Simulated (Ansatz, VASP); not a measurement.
SnO: VASP beside Ansatz

```
Sn O
1.0
     3.81370    0.00000    0.00000
     0.00000    3.81370    0.00000
     0.00000    0.00000    4.88691
Sn O
2 2
Cartesian
  1.9068 0.0000 3.7367
  0.0000 1.9068 1.1503
  0.0000 0.0000 0.0000
  1.9068 1.9068 0.0000
```

Alike in both runs: functional BLYP; k mesh 4 × 4 × 3; occupations fermi-dirac, width 0.05 eV; no spin polarisation.

```csv
,VASP,Ansatz
version,VASP 6.6.1,Ansatz 0.2.0
potentials or method,"VASP PAW PBE potentials, release 64 (Sn_d, O)",Ansatz PAW
plane-wave cutoff (eV),520,420
valence electrons in the cell,40,40
task,single point,band structure
```

VASP gave:

```
gap on the k mesh at the Fermi level (eV)                     : 0.36
least direct gap on the mesh (eV)                             : 2.20
pressure (GPa)                                                : 8.4
traceless stress, the component that is largest in VASP (GPa) : -1.11
rms of the force components (eV/Å)                            : 0.268
```

Task: Estimate Ansatz's values.

Result: gap on the k mesh at the Fermi level (eV): 0.37; least direct gap on the mesh (eV): 2.24; pressure (GPa): 8.2; traceless stress, the component that is largest in VASP (GPa): -1.16; rms of the force components (eV/Å): 0.223.

VASP's potentials were made for PBE, not for BLYP. Atom by atom the forces differ by 0.045 eV/Å (rms over components). With one functional, cell and mesh, what is left measures potentials, basis and numerics.

The k mesh is coarse, so the values compare programs but aren't converged.
